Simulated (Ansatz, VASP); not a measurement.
**One calculation of WS2, two programs**

Contents of INCAR:

```
ALGO = Normal ; EDIFF = 1E-6
ENCUT = 520 ; ISIF = 2
ISMEAR = -1 ; LASPH = T
LCHARG = T ; LELF = T
LREAL = F ; LVHAR = T
LWAVE = F ; NBANDS = 20
NELM = 60 ; PREC = Accurate
SIGMA = 0.08
```

KPOINTS

```
k-points
0
Gamma
  13 13 13
```

POSCAR

```
WS2
1.0
    1.5790003843      0.9116362969      6.2249633000
   -1.5790003843      0.9116362969      6.2249633000
    0.0000000000     -1.8232725938      6.2249633000
W S
1 2
Direct
    0.0000000000      0.0000000000      0.0000000000
    0.7503000000      0.7503000000      0.7503000000
    0.5810000000      0.5810000000      0.5810000000
```

Input for Ansatz:

```yaml
crystal:
  lattice:
    - [1.5790003843, 0.9116362969, 6.2249633]
    - [-1.5790003843, 0.9116362969, 6.2249633]
    - [0.0, -1.8232725938, 6.2249633]
  atoms:
    - { symbol: W, position: [0.0, 0.0, 0.0] }
    - { symbol: S, position: [0.7503, 0.7503, 0.7503] }
    - { symbol: S, position: [0.581, 0.581, 0.581] }
kpoints:
  mp_grid: { grid: [13, 13, 13] }
  band_path:
    path:
      - [0.0, 0.0, 0.0]
      - [0.5, 0.5, 0.5]
      - [0.8190352321, 0.1809647679, 0.5]
      - [0.5, -0.1809647679, 0.1809647679]
      - [0.5, 0.0, 0.0]
      - [0.0, 0.0, 0.0]
      - [0.3404823839, -0.3404823839, 0.0]
      - [0.6595176161, 0.0, 0.3404823839]
      - [0.5, 0.0, 0.5]
    npoints: 5
scf:
  occupations: { method: fermi_dirac, width: 0.08 }
hamiltonian:
  xc: lda
  pseudopotentials: { kind: all_electron, lapw: { basis_error: 0.0005 } }
output:
  forces: true
  stress: true
  eigenvalues: true
```

Change from the starting cell: zz strain of +1 %.

Alike in both runs: task single point; functional LDA; k mesh 13 × 13 × 13; occupations fermi-dirac, width 0.08 eV; no spin polarisation.

|  | VASP | Ansatz |
| --- | --- | --- |
| version | VASP 6.6.1 | Ansatz 0.2.0 |
| potentials or method | VASP PAW LDA potentials, release 64 (W_sv, S), cutoff 520 eV | all-electron LAPW, scalar-relativistic |

```tsv
	VASP	Ansatz	Ansatz less VASP
pressure (GPa)	-5.0	-5.3	-0.32
traceless stress, the component that is largest in VASP (GPa)	-0.97	-0.99	-0.019
rms of the force components (eV/Å)	0.340	0.354	+0.0144
```

LDA's correlation is that of Perdew and Zunger in VASP and of Perdew and Wang (1992) in Ansatz. Atom by atom the forces differ by 0.021 eV/Å (rms over components). Ansatz ran all-electron here, and VASP with PAW potentials.

Spin-orbit coupling is off throughout.
